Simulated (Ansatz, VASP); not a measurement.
Zr in VASP and in Ansatz

```
Zr
1.0
     3.24458    0.00000    0.00000
    -1.62229    2.80989    0.00000
     0.00000    0.00000    5.15736
Zr
2
Direct
  0.33333 0.66667 0.25000
  0.66667 0.33333 0.75000
```

Alike in both runs: task single point; functional r2SCAN; k mesh 11 × 11 × 6; occupations gaussian, width 0.2 eV; no spin polarisation.

|  | VASP | Ansatz |
| --- | --- | --- |
| version | VASP 6.6.1 | Ansatz 0.2.0 |
| potentials or method | VASP PAW PBE potentials, release 64 (Zr_sv), cutoff 520 eV | plane waves (500 eV) with PAW, scalar-relativistic |
| valence electrons in the cell | 24 | 24 |

Ansatz gave:

| Property | Result |
| --- | --- |
| pressure (GPa) | 0.0 |
| traceless stress, the component that is largest in VASP (GPa) | -0.10 |

Estimate VASP's values.

pressure (GPa): 0.0; traceless stress, the component that is largest in VASP (GPa): -0.11.

VASP's potentials were made for PBE, not for r2SCAN. With one functional, cell and mesh, what is left measures potentials, basis and numerics.
